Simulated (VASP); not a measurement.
Input of a VASP 6.6.1 run:

The input INCAR:

```
SYSTEM = ZnCu
ALGO = Normal
EDIFF = 1E-6
ENCUT = 520
GGA = PE
ISIF = 2
ISMEAR = -1
LASPH = .True.
LCHARG = .False.
LREAL = .False.
LWAVE = .False.
NBANDS = 18
NELM = 100
PREC = Accurate
SIGMA = 0.05
```

File KPOINTS:

```
k-points
0
Gamma
  9 9 9
  0 0 0
```

The input POSCAR:

```
ZnCu
1.0
    2.9657339249      0.0000000000      0.0000000000
    0.0000000000      2.9657339249      0.0000000000
    0.0000000000      0.0000000000      2.9657339249
Zn Cu
1 1
Direct
    0.5000000000      0.5000000000      0.5000000000
    0.0000000000      0.0000000000      0.0000000000
```

Potentials or basis: VASP PAW PBE potentials, release 64 (Zn, Cu).

Launch:

```bash
$ cat potpaw_PBE.64/Zn/POTCAR potpaw_PBE.64/Cu/POTCAR > POTCAR
$ mpirun -np 1 vasp_std > vasp.out
```

(1) What does it give for the band gap on the k mesh?

(2) Estimate the pressure.

## Answers

(1) zero (an odd number of electrons rules out a gap without spin polarisation).

(2) 0.5 GPa.
